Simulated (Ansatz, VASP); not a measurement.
Two plane-wave programs on MoS2

```
Mo S
1.0
     1.57730    0.91066    6.02398
    -1.57730    0.91066    6.02398
     0.00000   -1.82131    6.02398
Mo S
1 2
Direct
  0.99975 0.99975 0.99975
  0.41962 0.41962 0.41962
  0.24663 0.24663 0.24663
```

Alike in both runs: task single point; functional PBE; k mesh 12 × 12 × 12; occupations gaussian, width 0.02 eV; no spin polarisation.

```csv
,VASP,Ansatz
version,VASP 6.6.1,Ansatz 0.2.0
potentials or method,"VASP PAW PBE potentials, release 64 (Mo_sv, S), cutoff 520 eV","scalar-relativistic, plane waves, PAW"
valence electrons in the cell,26,26
```

Ansatz gave:

| Property | Result |
| --- | --- |
| gap on the k mesh at the Fermi level (eV) | 0.81 |
| least direct gap on the mesh (eV) | 1.76 |
| pressure (GPa) | 4.0 |
| rms of the force components (eV/Å) | 0.002 |

Q: Estimate VASP's values.

A: gap on the k mesh at the Fermi level (eV): 0.83; least direct gap on the mesh (eV): 1.77; pressure (GPa): 3.9; rms of the force components (eV/Å): 0.004.

Atom by atom the forces differ by 0.006 eV/Å (rms over components).
